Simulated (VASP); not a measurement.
# KBr (I4/mmm) in VASP: further runs

Runs on KBr. Level: PBE. Tasks: single point.

Everything below comes from runs of VASP 6.6.1. Logs are shortened: lines on timing, memory, paths and dates and some standing lists are left out, and cuts for length are marked.

### 1 The cell of the first run

Symmetry: I4/mmm, No. 139, tetragonal system. Conventional cell: a = 4.656 Å, b = 4.656 Å, c = 7.112 Å, α = 90.00°, β = 90.00°, γ = 90.00°. Within 4.3 Å of K (site symmetry 4/mmm) lie 6 Br at 3.29 to 3.56 Å. Br (site symmetry 4/mmm) has 6 K at 3.29 to 3.56 Å within 4.3 Å.

### 2 Single point, PBE (strain +0.000 along x and y, +0.080 along z)

Input file INCAR:

```
SYSTEM = KBr
PREC     = Accurate       ! precision mode
ENCUT    = 520            ! plane-wave cutoff, eV
EDIFF    = 1E-6           ! SCF threshold, eV
ISMEAR   = 0              ! smearing method
SIGMA    = 0.05           ! smearing width, eV
LREAL    = .False.        ! projectors in reciprocal space
LASPH    = .True.         ! aspherical terms in the spheres
NELM     = 60             ! most SCF steps
ALGO     = Normal         ! electronic algorithm
ISIF     = 2              ! what is computed and relaxed
LWAVE    = .False.        ! write WAVECAR
LCHARG   = .True.         ! write CHGCAR
GGA      = PE             ! functional
LELF     = .True.         ! ELF
LVHAR    = .True.       
NBANDS   = 15             ! bands
```

Input file KPOINTS:

```
Automatic mesh
0
Gamma
  6 6 6
  0 0 0
```

Input file POSCAR:

```
KBr
1.0
    0.0000000000      3.2925000000      3.5559000000
    3.2925000000      0.0000000000      3.5559000000
    3.2925000000      3.2925000000      0.0000000000
K Br
1 1
Direct
    0.0000000000      0.0000000000      0.0000000000
    0.5000000000      0.5000000000      0.5000000000
```

Potentials or basis: VASP PAW PBE potentials, release 64 (K_sv, Br).

The run is started by

```sh
cat potpaw_PBE.64/K_sv/POTCAR potpaw_PBE.64/Br/POTCAR > POTCAR
mpirun -np 1 vasp_std > vasp.out
```

OUTCAR:

```text
SYSTEM = KBr
   PREC = Accurate
   ENCUT = 520
   EDIFF = 1E-6
   ISMEAR = 0
   LREAL = .False.
   LASPH = .True.
   NELM = 60
   ISIF = 2
   GGA = PE

 ion  position               nearest neighbor table
   1  0.000  0.000  0.000-   2 3.29   2 3.29   2 3.29   2 3.29
   2  0.500  0.500  0.500-   1 3.29   1 3.29   1 3.29   1 3.29

  LATTYP: Found a body centered tetragonal cell.
 ALAT       =     4.6562981541
 C/A-ratio  =     1.5273506474

  Lattice vectors:

 A1 = (  -3.2925000000,   0.0000000000,   3.5559000000)
 A2 = (   3.2925000000,   0.0000000000,   3.5559000000)
 A3 = (   0.0000000000,   3.2925000000,  -3.5559000000)

Analysis of symmetry for initial positions (statically):
=====================================================================
 Subroutine PRICEL returns:
 Original cell was already a primitive cell.

 Routine SETGRP: Setting up the symmetry group for a
 body centered tetragonal supercell.

 Subroutine GETGRP returns: Found 16 space group operations
 (whereof 16 operations were pure point group operations)
 out of a pool of 16 trial point group operations.

The static configuration has the point symmetry D_4h.

Analysis of symmetry for dynamics (positions and initial velocities):
=====================================================================
 Subroutine PRICEL returns:
 Original cell was already a primitive cell.

 Routine SETGRP: Setting up the symmetry group for a
 body centered tetragonal supercell.

 Subroutine GETGRP returns: Found 16 space group operations
 (whereof 16 operations were pure point group operations)
 out of a pool of 16 trial point group operations.

The dynamic configuration has the point symmetry D_4h.

 Subroutine INISYM returns: Found 16 space group operations
 (whereof 16 operations are pure point group operations),
 and found     1 'primitive' translations

----------------------------------------------------------------------------------------

                                     Primitive cell

  volume of cell :      77.0959

  direct lattice vectors                    reciprocal lattice vectors
     0.000000000  3.292500000  3.555900000    -0.151860289  0.151860289  0.140611378
     3.292500000  0.000000000  3.555900000     0.151860289 -0.151860289  0.140611378
     3.292500000  3.292500000  0.000000000     0.151860289  0.151860289 -0.140611378

  length of vectors
     4.846130524  4.846130524  4.656298154     0.256699541  0.256699541  0.256699541

  position of ions in fractional coordinates (direct lattice)
     0.000000000  0.000000000  0.000000000
     0.500000000  0.500000000  0.500000000

  ion indices of the primitive-cell ions
   primitive index   ion index
                 1           1
                 2           2

----------------------------------------------------------------------------------------

 KPOINTS: Automatic mesh

Automatic generation of k-mesh.
 Grid dimensions read from file:
 generate k-points for:    6    6    6

 Generating k-lattice:

  Cartesian coordinates                     Fractional coordinates (reciprocal lattice)
    -0.025310048  0.025310048  0.023435230     0.166666667  0.000000000  0.000000000
     0.025310048 -0.025310048  0.023435230     0.000000000  0.166666667  0.000000000
     0.025310048  0.025310048 -0.023435230    -0.000000000 -0.000000000  0.166666667

  Length of vectors
     0.042783257  0.042783257  0.042783257

  Shift w.r.t. Gamma in fractional coordinates (k-lattice)
     0.000000000  0.000000000  0.000000000

 Subroutine IBZKPT returns following result:
 ===========================================

 Found     30 irreducible k-points:

 Following reciprocal coordinates:
            Coordinates               Weight
  0.000000  0.000000  0.000000      1.000000
  0.166667 -0.000000  0.000000      8.000000
  0.333333 -0.000000  0.000000      8.000000
  0.500000  0.000000  0.000000      4.000000
  0.166667  0.166667  0.000000      2.000000
  0.333333  0.166667  0.000000      8.000000
[... 16 lines left out ...]
  0.333333  0.000000  0.333333      4.000000
  0.500000  0.000000  0.333333     16.000000
 [... further k-points ...]
   k-points           NKPTS =     30   k-points in BZ     NKDIM =     30   number of bands    NBANDS=     15
   number of dos      NEDOS =    301   number of ions     NIONS =      2
   total plane-waves  NPLWV =  46656
   dimension x,y,z NGX =    36 NGY =   36 NGZ =   36
   dimension x,y,z NGXF=    72 NGYF=   72 NGZF=   72
   ions per type =               1   1
   NGX,Y,Z   is equivalent  to a cutoff of  12.35, 12.35, 12.85 a.u.
   NGXF,Y,Z  is equivalent  to a cutoff of  24.70, 24.70, 25.71 a.u.
 SYSTEM =  KBr
   PREC   = accura    normal or accurate (medium, high low for compatibility)
   ISTART =      0    job   : 0-new  1-cont  2-samecut
   ICHARG =      2    charge: 1-file 2-atom 10-const
   ISPIN  =      1    spin polarized calculation?
   LNONCOLLINEAR =      F non collinear calculations
   LSORBIT =      F    spin-orbit coupling
   LASPH  =      T    aspherical Exc in radial PAW
   ENCUT  =  520.0 eV  38.22 Ry    6.18 a.u.   9.01  9.01  8.66*2*pi/ulx,y,z
   NELM   =     60;   NELMIN=  2; NELMDL= -5     # of ELM steps
   EDIFF  = 0.1E-05   stopping-criterion for ELM
   LREAL  =      F    real-space projection
   EDIFFG = 0.1E-04   stopping-criterion for IOM
   NSW    =      0    number of steps for IOM
   IBRION =     -1    ionic relax: 0-MD 1-quasi-New 2-CG
   NFREE  =      0    steps in history (QN), initial steepest desc. (CG)
   ISIF   =      2    stress and relaxation
   ISYM   =      2    0-nonsym 1-usesym 2-fastsym
   POTIM  = 0.5000    time-step for ionic-motion
   TEBEG  =    0.0;   TEEND  =   0.0 temperature during run
   PSTRESS=    0.0 pullay stress
   NELECT =      16.0000    total number of electrons
   NUPDOWN=      -1.0000    fix difference up-down
   EMIN   =  10.00;   EMAX   =-10.00  energy-range for DOS
   EFERMI =   0.00;   METHOD = LEGACY
   ISMEAR =     0;   SIGMA  =   0.05  broadening in eV -4-tet -1-fermi 0-gaus
   EFERMI_NEDOS =   21; number of points for ismear=-14 and -15
   IALGO  =     38    algorithm
   IMIX   =      4    mixing-type and parameters
     AMIX     =   0.40;   BMIX     =  1.00
     AMIX_MAG =   1.60;   BMIX_MAG =  1.00
  volume/ion in A,a.u.               =      38.55       260.13
  Fermi-wavevector in a.u.,A,eV,Ry     =   0.969254  1.831625 12.782049  0.939454
  Thomas-Fermi vector in A             =   2.099292
   LORBIT       =      0    0 simple, 1 ext, 2 COOP (PROOUT), +10 PAW based schemes
   GGA     = PE    functional components
   LHFCALC =     F    Hartree Fock is set to
   AEXX    =    0.0000 exact exchange contribution
   IVDW    =     0    specifies the selected vdW correction
   LEPSILON=     F    determine dielectric tensor
   LRPA    =     F    only Hartree local field effects (RPA)
 non-spin polarized calculation
 Gauss-broadening in eV      SIGMA  =   0.05
  energy-cutoff  :      520.00
  volume of cell :       77.10
 maximum number of plane-waves:      2126
   NGX = 19   NGY = 19   NGZ = 17

 number of electron      16.0000003 magnetization

 Free energy of the ion-electron system (eV)
  ---------------------------------------------------
  ext. energy  EPLUGINS =         0.00000000
  ---------------------------------------------------
  free energy    TOTEN  =        -6.20316224 eV

  energy without entropy =       -6.20316224  energy(sigma->0) =       -6.20316224

 E-fermi :  -1.7728     XC(G=0):  -7.0871

 val. band max:       -1.9994871526   @ k =   0.0000   0.0000   0.0000
 cond. band min:       2.2442416205   @ k =   0.0000   0.0000   0.0000
 fundamental gap:      4.2437287731
 Fermi energy:        -1.7728103495

 k-point     1 :       0.0000    0.0000    0.0000
  band No.  band energies     occupation
      1     -29.9271      2.00000
      2     -14.2239      2.00000
      3     -13.4109      2.00000
      4     -13.3975      2.00000
      5     -13.3975      2.00000
      6      -2.0156      2.00000
      7      -1.9995      2.00000
      8      -1.9995      2.00000
      9       2.2442      0.00000
     10       5.2978      0.00000
     11       5.7371      0.00000
     12       5.7371      0.00000
     13       6.2251      0.00000
     14       6.5148      0.00000
     15       9.4402      0.00000

 k-point     2 :       0.1667   -0.0000    0.0000
  band No.  band energies     occupation
      1     -29.9261      2.00000
      2     -14.2779      2.00000
      3     -13.4123      2.00000
      4     -13.3970      2.00000
      5     -13.3295      2.00000
      6      -2.3299      2.00000
      7      -2.0866      2.00000
      8      -2.0757      2.00000
      9       2.8517      0.00000
     10       5.3915      0.00000
     11       5.7987      0.00000
     12       6.0264      0.00000
     13       6.5419      0.00000
     14       6.8519      0.00000
     15      10.2107      0.00000

 k-point     3 :       0.3333   -0.0000    0.0000
  band No.  band energies     occupation
      1     -29.9241      2.00000
      2     -14.3673      2.00000
      3     -13.4176      2.00000
      4     -13.3961      2.00000
      5     -13.2087      2.00000
      6      -2.8458      2.00000
      7      -2.2283      2.00000
      8      -2.2202      2.00000
      9       3.9643      0.00000
     10       5.5497      0.00000
     11       6.5757      0.00000
     12       6.8085      0.00000
     13       7.3416      0.00000
     14       7.7065      0.00000
     15       8.9416      0.00000

 k-point     4 :       0.5000    0.0000    0.0000
  band No.  band energies     occupation
      1     -29.9231      2.00000
      2     -14.4059      2.00000
      3     -13.4204      2.00000
      4     -13.3956      2.00000
      5     -13.1542      2.00000
      6      -3.0629      2.00000
      7      -2.2953      2.00000
      8      -2.2890      2.00000
      9       4.4292      0.00000
     10       5.9309      0.00000
     11       7.5643      0.00000
     12       7.5855      0.00000
     13       7.6077      0.00000
     14       8.1826      0.00000
     15       8.2536      0.00000
[... 307 lines left out ...]
 k-point    22 :      -0.3333    0.5000    0.1667
  band No.  band energies     occupation
      1     -29.9227      2.00000
      2     -14.2432      2.00000
      3     -13.4624      2.00000
      4     -13.4307      2.00000
      5     -13.3032      2.00000
      6      -2.6758      2.00000
      7      -2.4367      2.00000
      8      -2.3655      2.00000
      9       4.6941      0.00000
     10       5.6480      0.00000
     11       6.0327      0.00000
     12       6.9202      0.00000
     13       7.7951      0.00000
     14       8.4716      0.00000
     15       8.7843      0.00000

 k-point    23 :       0.3333    0.0000    0.3333
  band No.  band energies     occupation
      1     -29.9228      2.00000
      2     -14.2570      2.00000
      3     -13.4271      2.00000
      4     -13.4271      2.00000
      5     -13.3265      2.00000
      6      -2.7535      2.00000
      7      -2.2601      2.00000
      8      -2.2100      2.00000
      9       4.2233      0.00000
     10       4.2847      0.00000
     11       7.0203      0.00000
     12       7.4683      0.00000
     13       7.7106      0.00000
     14       7.8452      0.00000
     15       8.6849      0.00000

 k-point    24 :       0.5000    0.0000    0.3333
  band No.  band energies     occupation
      1     -29.9219      2.00000
      2     -14.2226      2.00000
      3     -13.4420      2.00000
      4     -13.4296      2.00000
      5     -13.3577      2.00000
      6      -2.7287      2.00000
      7      -2.4040      2.00000
      8      -2.2827      2.00000
      9       4.2835      0.00000
     10       5.1540      0.00000
     11       6.7204      0.00000
     12       7.4631      0.00000
     13       7.5773      0.00000
     14       8.2124      0.00000
     15       8.7587      0.00000

 [... further k-points ...]

------------------------ aborting loop because EDIFF is reached ----------------------------------------

  FORCE on cell =-STRESS in cart. coord.  units (eV):
  Direction    XX          YY          ZZ          XY          YZ          ZX
  --------------------------------------------------------------------------------------
  -------------------------------------------------------------------------------------
  Total        0.2153482      0.2153482     -0.5068183      0.0000000      0.0000000      0.0000000
  in kB        4.4752849      4.4752849    -10.5325082      0.0000000      0.0000000      0.0000000
  external PRESSURE =      -0.5273128 kB  Pullay stress =       0.0000000 kB

 VOLUME and BASIS-vectors are now :
 -----------------------------------------------------------------------------
  energy-cutoff  :      520.00
  volume of cell :       77.10
      direct lattice vectors                 reciprocal lattice vectors
     0.000000000  3.292500000  3.555900000    -0.151860289  0.151860289  0.140611378
     3.292500000  0.000000000  3.555900000     0.151860289 -0.151860289  0.140611378
     3.292500000  3.292500000  0.000000000     0.151860289  0.151860289 -0.140611378

 POSITION                                       TOTAL-FORCE (eV/Angst)
 -----------------------------------------------------------------------------------
      0.00000      0.00000      0.00000         0.000000     -0.000000      0.000000
      3.29250      3.29250      3.55590        -0.000000      0.000000     -0.000000
 -----------------------------------------------------------------------------------
    total drift:                                0.000000      0.000000      0.000000

  FREE ENERGIE OF THE ION-ELECTRON SYSTEM (eV)
  ---------------------------------------------------
  free  energy   TOTEN  =        -6.2031622359 eV

  energy  without entropy=       -6.2031622359  energy(sigma->0) =       -6.20316224
```

Run time: 54 s. Hardware: 1 thread of Intel Xeon 8259CL, shared host; peak memory 0.22 GiB.

Results:

```
Free energy            : -6.2032 eV
Pressure               : -0.1 GPa
Band gap on the k mesh : 4.24 eV
```

Stress tensor (GPa, compression positive):
```
 0.45  0.00  0.00
 0.00  0.45  0.00
 0.00  0.00 -1.05
```

Levels at points of the mesh, in eV from the valence-band top:
```csv
k point,band 6,band 7,band 8,band 9,band 10,band 11
"(0.00, 0.00, 0.00)",-0.02,0.00,0.00,4.24,7.30,7.74
"(0.50, 0.00, 0.00)",-1.06,-0.30,-0.29,6.43,7.93,9.56
"(0.50, 0.50, 0.00)",-0.78,-0.21,-0.21,5.99,6.90,8.82
"(0.50, 0.00, 0.50)",-0.72,-0.33,-0.26,5.91,6.98,9.25
```

Caveat: the cell differs from its parent crystal (strain +0.000 along x and y, +0.080 along z).

(Part 1 of 2 ends here.)
